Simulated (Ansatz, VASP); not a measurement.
# Two plane-wave programs on EuS

```
Eu S
1.0
     0.00000    3.07465    3.07465
     3.07465    0.00000    3.07465
     3.07465    3.07465    0.00000
Eu S
1 1
Cartesian
  0.0000 0.0000 0.0000
  3.0746 3.0746 3.0746
```

Alike in both runs: task single point; functional r2SCAN; k mesh 8 × 8 × 8; collinear spin.

|  | VASP | Ansatz |
| --- | --- | --- |
| version | VASP 6.6.1 | Ansatz 0.2.0 |
| potentials or method | VASP PAW PBE potentials, release 64 (Eu, S), cutoff 800 eV | plane waves, PAW |
| occupations | methfessel-paxton of order 1, width 0.1 eV | cold, width 0.1 eV |
| valence electrons in the cell | 23 | 23 |

|  | VASP | Ansatz | Ansatz less VASP |
| --- | --- | --- | --- |
| net moment per atom (μB) | 3.50 | 3.50 | 0.000 |
| size of the moment on the site where the two differ most (μB) | 6.56 | 6.87 | +0.307 |

VASP's potentials were made for PBE, not for r2SCAN. Site moments also hang on the region over which each program counts them. Ansatz's warnings: stability check not made.

Neither program's run includes spin-orbit coupling.
